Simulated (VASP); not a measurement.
Input of a VASP 6.6.1 run:

INCAR

```
SYSTEM = Ge
PREC = Accurate
ENCUT = 520
EDIFF = 1E-7
ISMEAR = -1
SIGMA = 0.05
LREAL = .FALSE.
LASPH = .TRUE.
NELM = 60
ALGO = Normal
ISIF = 2
LWAVE = .FALSE.
LCHARG = .TRUE.
GGA = PS
IVDW = 13
LELF = .TRUE.
LVHAR = .TRUE.
NBANDS = 21
```

Contents of KPOINTS:

```
Automatic mesh
0
G
  8 8 8
  0 0 0
```

POSCAR

```
Ge
1.0
    0.0000000000      2.8661367691      2.8661367691
    2.8661367691      0.0000000000      2.8661367691
    2.8661367691      2.8661367691      0.0000000000
Ge
2
Direct
    0.7500000000      0.7500000000      0.7500000000
    0.5000000000      0.5000000000      0.5000000000
```

Potentials or basis: VASP PAW PBE potentials, release 64 (Ge_d).

The run is started by

```bash
$ cat potpaw_PBE.64/Ge_d/POTCAR > POTCAR
$ mpirun -np 1 vasp_std > vasp.out
```

Task: What does it give for the band gap on the k mesh?

Result: Zero (filled and empty bands touch).

Task: Predict the pressure.

Result: -3.0 GPa.

Caveat: the PAW data sets were made with another functional, which shifts forces and pressure a little; pairwise dispersion overbinds metals, which lowers pressure and volume.
